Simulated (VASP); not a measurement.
The system is HfB2.

```
Hf B
1.0
     3.09756    0.00000    0.00000
    -1.54878    2.68257    0.00000
     0.00000    0.00000    3.43297
Hf B
1 2
Direct
  0.00000 0.00000 0.00000
  0.66667 0.33333 0.50000
  0.33333 0.66667 0.50000
```

Base run:

```yaml
Program: VASP 6.6.1
Functional: PBE
Potentials_or_basis: VASP PAW PBE potentials, release 64 (Hf_pv, B)
Cutoff: 520 eV
k_mesh: 10 × 10 × 8
Occupations: fermi-dirac, width 0.05 eV
Spin: no spin polarisation
```

Its results: band gap on the k mesh zero (band 8 reaches 8.61 eV, above the bottom of band 9 at 7.74 eV); pressure 12.4 GPa.

Task: The run is repeated on the same cell with these changes: functional from PBE to PBEsol; further incar settings from ALGO = Normal; EDIFF = 1e-06; NBANDS = 15 to ALGO = Normal; EDIFF = 1e-07; NBANDS = 15. What comes out?

Result: Band gap on the k mesh zero (band 8 reaches 8.46 eV, above the bottom of band 9 at 7.60 eV); pressure 6.5 GPa.

Caveats: spin-orbit coupling is left out, which moves the levels of the heavy elements; the PAW data sets were made with another functional, which shifts forces and pressure a little (some runs).
